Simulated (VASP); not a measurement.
# RhN (zincblende type) (F-43m) in VASP: notebook

The runs below take RhN (zincblende type) through single point, with PBE.

Program: VASP 6.6.1. These are calculated values, not measurements. Logs are shortened: lines on timing, memory, paths and dates and some standing lists are left out, and cuts for length are marked.

**1. The cell of the first run**

It takes space group F-43m (No. 216, cubic). The conventional cell has a = 3.740 Å, b = 3.740 Å, c = 3.740 Å, α = 90.00°, β = 90.00°, γ = 90.00°. Within 2.2 Å of Rh (site symmetry -43m) lie 4 N at 1.62 Å. N (site symmetry -43m) has 4 Rh at 1.62 Å within 2.2 Å.

**2. Single point, PBE**

INCAR reads:

```
SYSTEM = RhN
  PREC = Accurate
  ENCUT = 520
  EDIFF = 1E-6
  ISMEAR = -1
  SIGMA = 0.08
  LREAL = .FALSE.
  LASPH = .TRUE.
  NELM = 80
  ALGO = Normal
  ISIF = 2
  LWAVE = .FALSE.
  LCHARG = .FALSE.
  GGA = PE
  NBANDS = 17
```

KPOINTS reads:

```
regular mesh
0
G
  18 18 18
  0 0 0
```

POSCAR reads:

```
RhN
1.0
    0.0000000000      1.8700467994      1.8700467994
    1.8700467994      0.0000000000      1.8700467994
    1.8700467994      1.8700467994      0.0000000000
Rh N
1 1
Direct
    0.0000000000      0.0000000000      0.0000000000
    0.2500000000      0.2500000000      0.2500000000
```

Potentials or basis: VASP PAW PBE potentials, release 64 (Rh_pv, N).

Run with:

```bash
cat potpaw_PBE.64/Rh_pv/POTCAR potpaw_PBE.64/N/POTCAR > POTCAR
mpirun -np 1 vasp_std > vasp.out
```

OUTCAR:

```text
SYSTEM = RhN
   PREC = Accurate
   ENCUT = 520
   EDIFF = 1E-6
   ISMEAR = -1
   LREAL = .FALSE.
   LASPH = .TRUE.
   NELM = 80
   ISIF = 2
   GGA = PE

 ion  position               nearest neighbor table
   1  0.000  0.000  0.000-   2 1.62   2 1.62   2 1.62   2 1.62
   2  0.250  0.250  0.250-   1 1.62   1 1.62   1 1.62   1 1.62

  LATTYP: Found a face centered cubic cell.
 ALAT       =     3.7400935988

  Lattice vectors:

 A1 = (   0.0000000000,   1.8700467994,   1.8700467994)
 A2 = (   1.8700467994,   0.0000000000,   1.8700467994)
 A3 = (   1.8700467994,   1.8700467994,   0.0000000000)

Analysis of symmetry for initial positions (statically):
=====================================================================
 Subroutine PRICEL returns:
 Original cell was already a primitive cell.

 Routine SETGRP: Setting up the symmetry group for a
 face centered cubic supercell.

 Subroutine GETGRP returns: Found 24 space group operations
 (whereof 24 operations were pure point group operations)
 out of a pool of 48 trial point group operations.

The static configuration has the point symmetry T_d .

Analysis of symmetry for dynamics (positions and initial velocities):
=====================================================================
 Subroutine PRICEL returns:
 Original cell was already a primitive cell.

 Routine SETGRP: Setting up the symmetry group for a
 face centered cubic supercell.

 Subroutine GETGRP returns: Found 24 space group operations
 (whereof 24 operations were pure point group operations)
 out of a pool of 48 trial point group operations.

The dynamic configuration has the point symmetry T_d .

 Subroutine INISYM returns: Found 24 space group operations
 (whereof 24 operations are pure point group operations),
 and found     1 'primitive' translations

----------------------------------------------------------------------------------------

                                     Primitive cell

  volume of cell :      13.0794

  direct lattice vectors                    reciprocal lattice vectors
     0.000000000  1.870046799  1.870046799    -0.267372988  0.267372988  0.267372988
     1.870046799  0.000000000  1.870046799     0.267372988 -0.267372988  0.267372988
     1.870046799  1.870046799  0.000000000     0.267372988  0.267372988 -0.267372988

  length of vectors
     2.644645546  2.644645546  2.644645546     0.463103599  0.463103599  0.463103599

  position of ions in fractional coordinates (direct lattice)
     0.000000000  0.000000000  0.000000000
     0.250000000  0.250000000  0.250000000

  ion indices of the primitive-cell ions
   primitive index   ion index
                 1           1
                 2           2

----------------------------------------------------------------------------------------

 KPOINTS: regular mesh

Automatic generation of k-mesh.
 Grid dimensions read from file:
 generate k-points for:   18   18   18

 Generating k-lattice:

  Cartesian coordinates                     Fractional coordinates (reciprocal lattice)
    -0.014854055  0.014854055  0.014854055     0.055555556  0.000000000  0.000000000
     0.014854055 -0.014854055  0.014854055     0.000000000  0.055555556  0.000000000
     0.014854055  0.014854055 -0.014854055     0.000000000  0.000000000  0.055555556

  Length of vectors
     0.025727978  0.025727978  0.025727978

  Shift w.r.t. Gamma in fractional coordinates (k-lattice)
     0.000000000  0.000000000  0.000000000

 Subroutine IBZKPT returns following result:
 ===========================================

 Found    195 irreducible k-points:

 Following reciprocal coordinates:
            Coordinates               Weight
  0.000000  0.000000  0.000000      1.000000
  0.055556  0.000000  0.000000      8.000000
  0.111111  0.000000  0.000000      8.000000
  0.166667  0.000000  0.000000      8.000000
  0.222222  0.000000  0.000000      8.000000
  0.277778  0.000000  0.000000      8.000000
[... 16 lines left out ...]
 -0.277778  0.055556  0.000000     24.000000
 -0.222222  0.055556  0.000000     24.000000
 [... further k-points ...]
   k-points           NKPTS =    195   k-points in BZ     NKDIM =    195   number of bands    NBANDS=     17
   number of dos      NEDOS =    301   number of ions     NIONS =      2
   total plane-waves  NPLWV =   8000
   dimension x,y,z NGX =    20 NGY =   20 NGZ =   20
   dimension x,y,z NGXF=    40 NGYF=   40 NGZF=   40
   ions per type =               1   1
   NGX,Y,Z   is equivalent  to a cutoff of  12.57, 12.57, 12.57 a.u.
   NGXF,Y,Z  is equivalent  to a cutoff of  25.14, 25.14, 25.14 a.u.
 SYSTEM =  RhN
   PREC   = accura    normal or accurate (medium, high low for compatibility)
   ISTART =      0    job   : 0-new  1-cont  2-samecut
   ICHARG =      2    charge: 1-file 2-atom 10-const
   ISPIN  =      1    spin polarized calculation?
   LNONCOLLINEAR =      F non collinear calculations
   LSORBIT =      F    spin-orbit coupling
   LASPH  =      T    aspherical Exc in radial PAW
   ENCUT  =  520.0 eV  38.22 Ry    6.18 a.u.   4.92  4.92  4.92*2*pi/ulx,y,z
   NELM   =     80;   NELMIN=  2; NELMDL= -5     # of ELM steps
   EDIFF  = 0.1E-05   stopping-criterion for ELM
   LREAL  =      F    real-space projection
   EDIFFG = 0.1E-04   stopping-criterion for IOM
   NSW    =      0    number of steps for IOM
   IBRION =     -1    ionic relax: 0-MD 1-quasi-New 2-CG
   NFREE  =      0    steps in history (QN), initial steepest desc. (CG)
   ISIF   =      2    stress and relaxation
   ISYM   =      2    0-nonsym 1-usesym 2-fastsym
   POTIM  = 0.5000    time-step for ionic-motion
   TEBEG  =    0.0;   TEEND  =   0.0 temperature during run
   PSTRESS=    0.0 pullay stress
   NELECT =      20.0000    total number of electrons
   NUPDOWN=      -1.0000    fix difference up-down
   EMIN   =  10.00;   EMAX   =-10.00  energy-range for DOS
   EFERMI =   0.00;   METHOD = LEGACY
   ISMEAR =    -1;   SIGMA  =   0.08  broadening in eV -4-tet -1-fermi 0-gaus
   EFERMI_NEDOS =   21; number of points for ismear=-14 and -15
   IALGO  =     38    algorithm
   IMIX   =      4    mixing-type and parameters
     AMIX     =   0.40;   BMIX     =  1.00
     AMIX_MAG =   1.60;   BMIX_MAG =  1.00
  volume/ion in A,a.u.               =       6.54        44.13
  Fermi-wavevector in a.u.,A,eV,Ry     =   1.886061  3.564138 48.398989  3.557225
  Thomas-Fermi vector in A             =   2.928409
   LORBIT       =      0    0 simple, 1 ext, 2 COOP (PROOUT), +10 PAW based schemes
   GGA     = PE    functional components
   LHFCALC =     F    Hartree Fock is set to
   AEXX    =    0.0000 exact exchange contribution
   IVDW    =     0    specifies the selected vdW correction
   LEPSILON=     F    determine dielectric tensor
   LRPA    =     F    only Hartree local field effects (RPA)
 non-spin polarized calculation
  energy-cutoff  :      520.00
  volume of cell :       13.08
 maximum number of plane-waves:       366
   NGX =  9   NGY =  9   NGZ =  9

 number of electron      20.0000001 magnetization

 Free energy of the ion-electron system (eV)
  ---------------------------------------------------
  ext. energy  EPLUGINS =         0.00000000
  ---------------------------------------------------
  free energy    TOTEN  =        -3.40913897 eV

  energy without entropy =       -3.39804964  energy(sigma->0) =       -3.40359430

 E-fermi :  22.3685     XC(G=0): -16.2544

 val. band max:       22.3660582540   @ k =  -0.4444   0.3889   0.1667
 cond. band min:      22.3890403764   @ k =  -0.4444   0.4444   0.0000
 fundamental gap:      0.0229821223
 Fermi energy:        22.3684921549

 k-point     1 :       0.0000    0.0000    0.0000
  band No.  band energies     occupation
      1     -28.8732      2.00000
      2     -28.8732      2.00000
      3     -28.8732      2.00000
      4      -1.5616      2.00000
      5       6.9887      2.00000
      6       6.9887      2.00000
[... 9 lines left out ...]
     16      39.9359      0.00000
     17      39.9359      0.00000

 k-point     2 :       0.0556    0.0000    0.0000
  band No.  band energies     occupation
      1     -28.9164      2.00000
      2     -28.8790      2.00000
      3     -28.8790      2.00000
      4      -1.4730      2.00000
      5       6.9716      2.00000
      6       7.0436      2.00000
[... 9 lines left out ...]
     16      39.9287      0.00000
     17      39.9287      0.00000

 k-point     3 :       0.1111    0.0000    0.0000
  band No.  band energies     occupation
      1     -29.0395      2.00000
      2     -28.8958      2.00000
      3     -28.8958      2.00000
      4      -1.2263      2.00000
      5       6.9493      2.00000
      6       7.1981      2.00000
[... 9 lines left out ...]
     16      39.9261      0.00000
     17      39.9261      0.00000

 k-point     4 :       0.1667    0.0000    0.0000
  band No.  band energies     occupation
      1     -29.2251      2.00000
      2     -28.9215      2.00000
      3     -28.9215      2.00000
      4      -0.8760      2.00000
      5       6.9990      2.00000
      6       7.4227      2.00000
[... 9 lines left out ...]
     16      39.9901      0.00000
     17      39.9901      0.00000

 k-point     5 :       0.2222    0.0000    0.0000
  band No.  band energies     occupation
      1     -29.4474      2.00000
      2     -28.9529      2.00000
      3     -28.9529      2.00000
      4      -0.5014      2.00000
      5       7.2170      2.00000
      6       7.6723      2.00000
[... 9 lines left out ...]
     16      40.2074      0.00000
     17      40.2074      0.00000

 k-point     6 :       0.2778    0.0000    0.0000
  band No.  band energies     occupation
      1     -29.6781      2.00000
      2     -28.9860      2.00000
      3     -28.9860      2.00000
      4      -0.1818      2.00000
      5       7.6775      2.00000
      6       7.8970      2.00000
[... 9 lines left out ...]
     16      40.6192      0.00000
     17      40.6192      0.00000

 k-point     7 :       0.3333    0.0000    0.0000
  band No.  band energies     occupation
      1     -29.8899      2.00000
      2     -29.0169      2.00000
      3     -29.0169      2.00000
      4       0.0373      2.00000
      5       8.0615      2.00000
      6       8.0615      2.00000
[... 9 lines left out ...]
     16      41.1500      0.00000
     17      41.1500      0.00000

 k-point     8 :       0.3889    0.0000    0.0000
  band No.  band energies     occupation
      1     -30.0589      2.00000
      2     -29.0420      2.00000
      3     -29.0420      2.00000
      4       0.1595      2.00000
      5       8.1585      2.00000
      6       8.1585      2.00000
[... 9 lines left out ...]
     16      41.6444      0.00000
     17      41.6444      0.00000
[... 203 lines left out ...]
      1     -30.1894      2.00000
      2     -29.0893      2.00000
      3     -29.0732      2.00000
      4       0.2792      2.00000
      5       8.1698      2.00000
      6       8.3143      2.00000
[... 9 lines left out ...]
     16      41.8466      0.00000
     17      41.8605      0.00000

 k-point    20 :      -0.4444    0.0556    0.0000
  band No.  band energies     occupation
      1     -30.1770      2.00000
      2     -29.0946      2.00000
      3     -29.0641      2.00000
      4       0.2745      2.00000
      5       8.1894      2.00000
      6       8.2887      2.00000
[... 9 lines left out ...]
     16      41.5644      0.00000
     17      42.0621      0.00000

 k-point    21 :      -0.3889    0.0556    0.0000
  band No.  band energies     occupation
      1     -30.0929      2.00000
      2     -29.0877      2.00000
      3     -29.0446      2.00000
      4       0.2357      2.00000
      5       8.1796      2.00000
      6       8.2331      2.00000
[... 9 lines left out ...]
     16      41.0547      0.00000
     17      42.1160      0.00000

 k-point    22 :      -0.3333    0.0556    0.0000
  band No.  band energies     occupation
      1     -29.9458      2.00000
      2     -29.0695      2.00000
      3     -29.0169      2.00000
      4       0.1396      2.00000
      5       8.0996      2.00000
      6       8.1315      2.00000
[... 9 lines left out ...]
     16      40.3490      0.00000
     17      42.0417      0.00000

 k-point    23 :      -0.2778    0.0556    0.0000
  band No.  band energies     occupation
      1     -29.7509      2.00000
      2     -29.0418      2.00000
      3     -28.9843      2.00000
      4      -0.0441      2.00000
      5       7.7450      2.00000
      6       7.9676      2.00000
[... 9 lines left out ...]
     16      39.5937      0.00000
     17      41.8451      0.00000

 k-point    24 :      -0.2222    0.0556    0.0000
  band No.  band energies     occupation
      1     -29.5298      2.00000
      2     -29.0077      2.00000
      3     -28.9505      2.00000
      4      -0.3297      2.00000
      5       7.2594      2.00000
      6       7.7442      2.00000
[... 9 lines left out ...]
     16      39.0010      0.00000
     17      41.5243      0.00000

 [... further k-points ...]
[... 5 lines left out ...]
  --------------------------------------------------------------------------------------
  -------------------------------------------------------------------------------------
  Total       45.7656514     45.7656514     45.7656514      0.0000000     -0.0000000      0.0000000
  in kB     5606.1254203   5606.1254203   5606.1254203      0.0000000     -0.0000000      0.0000000
  external PRESSURE =    5606.1254203 kB  Pullay stress =       0.0000000 kB

 VOLUME and BASIS-vectors are now :
 -----------------------------------------------------------------------------
  energy-cutoff  :      520.00
  volume of cell :       13.08
      direct lattice vectors                 reciprocal lattice vectors
     0.000000000  1.870046799  1.870046799    -0.267372988  0.267372988  0.267372988
     1.870046799  0.000000000  1.870046799     0.267372988 -0.267372988  0.267372988
     1.870046799  1.870046799  0.000000000     0.267372988  0.267372988 -0.267372988

 POSITION                                       TOTAL-FORCE (eV/Angst)
 -----------------------------------------------------------------------------------
      0.00000      0.00000      0.00000         0.000000      0.000000      0.000000
      0.93502      0.93502      0.93502        -0.000000     -0.000000     -0.000000
 -----------------------------------------------------------------------------------
    total drift:                                0.000001      0.000001      0.000001

  FREE ENERGIE OF THE ION-ELECTRON SYSTEM (eV)
  ---------------------------------------------------
  free  energy   TOTEN  =        -3.4091389700 eV

  energy  without entropy=       -3.3980496356  energy(sigma->0) =       -3.40359430
```

It took 17 s on 1 thread of Intel Xeon 6975P-C (Granite Rapids), shared host; peak memory 0.16 GiB.

What came out:

* Free energy: -3.4091 eV
* Pressure: 560.6 GPa
* Band gap on the k mesh: zero (bands 10 and 11 overlap by 4.32 eV)

Caveat: the cell stands under pressure.

**3. Single point, PBE**

INCAR reads:

```
ALGO = Normal
EDIFF = 1E-6
ENCUT = 520
GGA = PE
ISIF = 2
ISMEAR = -1
LASPH = T
LCHARG = F
LREAL = F
LWAVE = F
NBANDS = 17
NELM = 100
PREC = Accurate
SIGMA = 0.08
```

KPOINTS reads:

```
k-points
0
Gamma
  18 18 18
```

POSCAR is that of step 2.

Potentials or basis: VASP PAW PBE potentials, release 64 (Rh_pv, N).

Run with:

```bash
cat potpaw_PBE.64/Rh_pv/POTCAR potpaw_PBE.64/N/POTCAR > POTCAR
mpirun -np 1 vasp_std > vasp.out
```

Run time: 17 s. Hardware: 1 thread of Intel Xeon 6975P-C (Granite Rapids), shared host; peak memory 0.16 GiB.

Results (log left out):

```yaml
Free_energy: -3.4091 eV
Pressure: 560.6 GPa
Band_gap_on_the_k_mesh: zero (bands 10 and 11 overlap by 4.32 eV)
```

Levels at points of the mesh, in eV from the Fermi level:
```tsv
k point	band 7	band 8	band 9	band 10	band 11	band 12	band 13	band 14
(0.00, 0.00, 0.00)	-15.38	-6.90	-6.90	-0.41	4.64	4.64	4.64	16.27
(0.50, 0.00, 0.00)	-12.05	-5.62	-5.62	-3.87	1.74	1.74	4.71	11.16
(0.50, 0.50, 0.00)	-9.87	-7.89	-4.63	-1.97	-1.97	-1.49	12.91	13.46
```

Caveat: the cell stands under pressure.

The gap in the log of VASP goes by the Fermi energy; the results here count the filled bands.